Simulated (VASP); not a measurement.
# Li2Al (Cmcm) in VASP: single point with LDA

Aim: the single point of Li2Al with LDA.

Program: VASP 6.6.1. These are calculated values, not measurements. Logs are shortened: lines on timing, memory, paths and dates and some standing lists are left out, and cuts for length are marked.

**1. The cell of the first run**

The structure is orthorhombic, space group Cmcm (No. 63). Conventional cell: a = 4.585 Å, b = 9.666 Å, c = 4.431 Å, α = 90.00°, β = 90.00°, γ = 90.00°. Li (site symmetry m2m) has 9 Li at 2.72 to 3.37 Å and 5 Al at 2.74 to 3.06 Å within 3.6 Å. Within 3.6 Å of Li (site symmetry m2m) lie 7 Li at 2.72 to 3.37 Å and 7 Al at 2.79 to 3.24 Å. Within 3.5 Å of Al (site symmetry m2m) lie 2 Al at 2.65 Å and 12 Li at 2.74 to 3.24 Å.

**2. Single point, LDA**

Contents of INCAR:

```
SYSTEM = Li2Al
  ALGO = Normal
  EDIFF = 1E-6
  ENCUT = 520
  GGA = CA
  ISIF = 2
  ISMEAR = -1
  LASPH = .TRUE.
  LCHARG = .FALSE.
  LREAL = .FALSE.
  LWAVE = .FALSE.
  NBANDS = 18
  NELM = 60
  PREC = Accurate
  SIGMA = 0.1
```

Contents of KPOINTS:

```
k-points
0
G
  6 6 5
  0 0 0
```

Contents of POSCAR:

```
Li2Al
1.0
    2.2922910000     -4.8332400000      0.0000000000
    2.2922910000      4.8332400000      0.0000000000
    0.0000000000      0.0000000000      4.4308970000
Li Al
4 2
Direct
    0.2413930000      0.7586070000      0.2500000000
    0.7586070000      0.2413930000      0.7500000000
    0.5898620000      0.4101380000      0.2500000000
    0.4101380000      0.5898620000      0.7500000000
    0.9250180000      0.0749820000      0.2500000000
    0.0749820000      0.9250180000      0.7500000000
```

Potentials or basis: VASP PAW LDA potentials, release 64 (Li_sv, Al).

Command:

```bash
> cat potpaw_LDA.64/Li_sv/POTCAR potpaw_LDA.64/Al/POTCAR > POTCAR
> mpirun -np 1 vasp_std > vasp.out
```

OUTCAR:

```text
SYSTEM = Li2Al
   EDIFF = 1E-6
   ENCUT = 520
   GGA = CA
   ISIF = 2
   ISMEAR = -1
   LASPH = .TRUE.
   LREAL = .FALSE.
   NELM = 60
   PREC = Accurate

 ion  position               nearest neighbor table
   1  0.241  0.759  0.250-   6 2.74   6 2.74   5 2.90   5 2.90
   2  0.759  0.241  0.750-   5 2.74   5 2.74   6 2.90   6 2.90
   3  0.590  0.410  0.250-   5 2.79   5 2.79
   4  0.410  0.590  0.750-   6 2.79   6 2.79
   5  0.925  0.075  0.250-   6 2.65   6 2.65   2 2.74   2 2.74   3 2.79   3 2.79   1 2.90   1 2.90

   6  0.075  0.925  0.750-   5 2.65   5 2.65   1 2.74   1 2.74   4 2.79   4 2.79   2 2.90   2 2.90

  LATTYP: Found a base centered orthorhombic cell.
 ALAT       =     4.5845820000
 B/A-ratio  =     2.1084757564
 C/A-ratio  =     0.9664778599

  Lattice vectors:

 A1 = (   2.2922910000,  -4.8332400000,   0.0000000000)
 A2 = (   2.2922910000,   4.8332400000,   0.0000000000)
 A3 = (   0.0000000000,   0.0000000000,   4.4308970000)

Analysis of symmetry for initial positions (statically):
=====================================================================
 Subroutine PRICEL returns:
 Original cell was already a primitive cell.

 Routine SETGRP: Setting up the symmetry group for a
 base centered orthorhombic supercell.

 Subroutine GETGRP returns: Found  8 space group operations
 (whereof  4 operations were pure point group operations)
 out of a pool of  8 trial point group operations.

The static configuration has the point symmetry C_2h.
 The point group associated with its full space group is D_2h.

Analysis of symmetry for dynamics (positions and initial velocities):
=====================================================================
 Subroutine PRICEL returns:
 Original cell was already a primitive cell.

 Routine SETGRP: Setting up the symmetry group for a
 base centered orthorhombic supercell.

 Subroutine GETGRP returns: Found  8 space group operations
 (whereof  4 operations were pure point group operations)
 out of a pool of  8 trial point group operations.

The dynamic configuration has the point symmetry C_2h.
 The point group associated with its full space group is D_2h.

 Subroutine INISYM returns: Found  8 space group operations
 (whereof  4 operations are pure point group operations),
 and found     1 'primitive' translations

----------------------------------------------------------------------------------------

                                     Primitive cell
[... 97 lines left out ...]
   ENCUT  =  520.0 eV  38.22 Ry    6.18 a.u.   9.95  9.95  8.24*2*pi/ulx,y,z
   NELM   =     60;   NELMIN=  2; NELMDL= -5     # of ELM steps
   EDIFF  = 0.1E-05   stopping-criterion for ELM
   LREAL  =      F    real-space projection
   EDIFFG = 0.1E-04   stopping-criterion for IOM
   NSW    =      0    number of steps for IOM
   IBRION =     -1    ionic relax: 0-MD 1-quasi-New 2-CG
   NFREE  =      0    steps in history (QN), initial steepest desc. (CG)
   ISIF   =      2    stress and relaxation
   ISYM   =      2    0-nonsym 1-usesym 2-fastsym
   POTIM  = 0.5000    time-step for ionic-motion
   TEBEG  =    0.0;   TEEND  =   0.0 temperature during run
   PSTRESS=    0.0 pullay stress
   NELECT =      18.0000    total number of electrons
   NUPDOWN=      -1.0000    fix difference up-down
   EMIN   =  10.00;   EMAX   =-10.00  energy-range for DOS
   EFERMI =   0.00;   METHOD = LEGACY
   ISMEAR =    -1;   SIGMA  =   0.10  broadening in eV -4-tet -1-fermi 0-gaus
   EFERMI_NEDOS =   21; number of points for ismear=-14 and -15
   IALGO  =     38    algorithm
   IMIX   =      4    mixing-type and parameters
     AMIX     =   0.40;   BMIX     =  1.00
     AMIX_MAG =   1.60;   BMIX_MAG =  1.00
  volume/ion in A,a.u.               =      16.36       110.43
  Fermi-wavevector in a.u.,A,eV,Ry     =   0.930013  1.757470 11.768011  0.864924
  Thomas-Fermi vector in A             =   2.056357
   LORBIT       =      0    0 simple, 1 ext, 2 COOP (PROOUT), +10 PAW based schemes
   GGA     = CA    functional components
   LHFCALC =     F    Hartree Fock is set to
   AEXX    =    0.0000 exact exchange contribution
   IVDW    =     0    specifies the selected vdW correction
   LEPSILON=     F    determine dielectric tensor
   LRPA    =     F    only Hartree local field effects (RPA)
 non-spin polarized calculation
  energy-cutoff  :      520.00
  volume of cell :       98.18
 maximum number of plane-waves:      2660
   NGX = 19   NGY = 19   NGZ = 17

 number of electron      18.0000008 magnetization

 Free energy of the ion-electron system (eV)
  ---------------------------------------------------
  ext. energy  EPLUGINS =         0.00000000
  ---------------------------------------------------
  free energy    TOTEN  =       -17.68087467 eV

  energy without entropy =      -17.62396285  energy(sigma->0) =      -17.65241876

 E-fermi :   3.0967     XC(G=0):  -8.6670

 val. band max:        3.0769733634   @ k =   0.3333   0.3333   0.0000
 cond. band min:       3.1738602601   @ k =  -0.3333   0.1667   0.2000
 fundamental gap:      0.0968868966
 Fermi energy:         3.0966682001

 k-point     1 :       0.0000    0.0000    0.0000
  band No.  band energies     occupation
      1     -42.0848      2.00000
      2     -42.0650      2.00000
      3     -41.8692      2.00000
      4     -41.8627      2.00000
      5      -4.0548      2.00000
      6       1.1149      2.00000
[... 481 lines left out ...]
      5      -3.3001      2.00000
      6      -0.9010      2.00000
[... 10 lines left out ...]
     17       9.5334      0.00000
     18      10.0552      0.00000

 [... further k-points ...]
[... 5 lines left out ...]
  --------------------------------------------------------------------------------------
  -------------------------------------------------------------------------------------
  Total       -1.2863119     -1.0268210     -1.1976653      0.0000000      0.0000000      0.0000000
  in kB      -20.9907089    -16.7562008    -19.5441284      0.0000000      0.0000000      0.0000000
  external PRESSURE =     -19.0970127 kB  Pullay stress =       0.0000000 kB

 VOLUME and BASIS-vectors are now :
 -----------------------------------------------------------------------------
  energy-cutoff  :      520.00
  volume of cell :       98.18
      direct lattice vectors                 reciprocal lattice vectors
     2.292291000 -4.833240000  0.000000000     0.218122394 -0.103450274  0.000000000
     2.292291000  4.833240000  0.000000000     0.218122394  0.103450274  0.000000000
     0.000000000  0.000000000  4.430897000     0.000000000  0.000000000  0.225687936

 POSITION                                       TOTAL-FORCE (eV/Angst)
 -----------------------------------------------------------------------------------
      2.29229      2.49982      1.10772         0.000000      0.009766     -0.000000
      2.29229     -2.49982      3.32317         0.000000     -0.009766      0.000000
      2.29229     -0.86865      1.10772         0.000000     -0.003291     -0.000000
      2.29229      0.86865      3.32317         0.000000      0.003291      0.000000
      2.29229     -4.10843      1.10772         0.000000      0.134232     -0.000000
      2.29229      4.10843      3.32317         0.000000     -0.134232     -0.000000
 -----------------------------------------------------------------------------------
    total drift:                               -0.000000     -0.000000      0.000000

  FREE ENERGIE OF THE ION-ELECTRON SYSTEM (eV)
  ---------------------------------------------------
  free  energy   TOTEN  =       -17.6808746694 eV

  energy  without entropy=      -17.6239628519  energy(sigma->0) =      -17.65241876
```

stdout:

```text
POSCAR found type information on POSCAR LiAl
 POSCAR found :  2 types and       6 ions
 scaLAPACK will be used
 LDA part: xc-table for (Slater(with rela. corr.)+CA(PZ))
 , standard interpolation
 POSCAR, INCAR and KPOINTS ok, starting setup
 FFT: planning ... GRIDC
 FFT: planning ... GRID_SOFT
 FFT: planning ... GRID
 WAVECAR not read
 entering main loop
```

Run time: 33 s. Hardware: 1 thread of Intel Xeon 6975P-C (Granite Rapids), shared host; peak memory 0.2 GiB.

What came out:

```
Free energy            : -17.6809 eV
Largest force          : 0.134 eV/Å
Band gap on the k mesh : zero (band 9 reaches 4.45 eV, above the bottom of band 10 at 2.03 eV)
```

Forces in eV/Å, atoms in the order of the input:
```
Li   0.000  0.010  0.000
Li   0.000 -0.010  0.000
Li   0.000 -0.003  0.000
Li   0.000  0.003  0.000
Al   0.000  0.134  0.000
Al   0.000 -0.134  0.000
```

Levels at points of the mesh, in eV from the Fermi level:
```tsv
k point	band 6	band 7	band 8	band 9	band 10	band 11	band 12	band 13
(0.00, 0.00, 0.00)	-1.98	-1.26	-0.88	-0.31	0.81	1.39	2.11	2.82
(0.50, 0.00, 0.00)	-3.56	-2.16	-1.23	-0.09	1.51	1.88	2.22	3.77
(0.50, 0.50, 0.00)	-4.35	-1.36	-0.39	1.11	1.41	1.75	2.23	4.45
```

Caveat: the cutoff is under 1.25 times the usual one of these potentials, so pressure, stress and relaxed cells hold a basis-set (Pulay) error.
